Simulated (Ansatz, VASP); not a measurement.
HfN: VASP beside Ansatz

The input INCAR:

```
ALGO = Normal ; EDIFF = 1E-7
ENCUT = 520 ; GGA = PS
ISIF = 2 ; ISMEAR = 0
LASPH = True ; LCHARG = False
LREAL = False ; LWAVE = False
NBANDS = 14 ; NELM = 60
PREC = Accurate ; SIGMA = 0.15
```

Contents of KPOINTS:

```
k-points
0
Gamma
  18 18 18
```

Contents of POSCAR:

```
HfN
1.0
    0.0000000000      2.2590000000      2.3154750000
    2.2590000000      0.0000000000      2.3154750000
    2.2590000000      2.2590000000      0.0000000000
Hf N
1 1
Direct
    0.0000000000      0.0000000000      0.0000000000
    0.5000000000      0.5000000000      0.5000000000
```

Input for Ansatz:

```yaml
crystal:
  lattice:
    - [0.0, 2.259, 2.315475]
    - [2.259, 0.0, 2.315475]
    - [2.259, 2.259, 0.0]
  atoms:
    - { symbol: Hf, position: [0.0, 0.0, 0.0] }
    - { symbol: "N", position: [0.5, 0.5, 0.5] }
basis:
  ecutwfc: 420
kpoints:
  mp_grid: { grid: [18, 18, 18] }
hamiltonian:
  xc: pbesol
scf:
  occupations: { method: gaussian, width: 0.15 }
output:
  forces: true
  stress: true
  eigenvalues: true
```

Change from the starting cell: strain +0.000 along x and y, +0.025 along z, atoms carried along.

Alike in both runs: task single point; functional PBEsol; k mesh 18 × 18 × 18; occupations gaussian, width 0.15 eV; no spin polarisation.

```csv
,VASP,Ansatz
version,VASP 6.6.1,Ansatz 0.2.0
potentials or method,"VASP PAW PBE potentials, release 64 (Hf_pv, N), cutoff 520 eV","scalar-relativistic, plane waves, PAW"
valence electrons in the cell,15,31
```

|  | VASP | Ansatz | Ansatz less VASP |
| --- | --- | --- | --- |
| gap on the k mesh at the Fermi level (eV) | none | none | - |
| pressure (GPa) | -11.1 | -9.0 | +2.10 |
| traceless stress, the component that is largest in VASP (GPa) | -6.67 | -6.75 | -0.077 |

VASP's potentials were made for PBE, not for PBEsol. A gap of «none» marks a metal or a gap that the smearing closes. VASP's potentials hold 15 valence electrons a cell and Ansatz's 31, so a difference there can come from the potentials and not from the codes.

Neither program's run includes spin-orbit coupling.
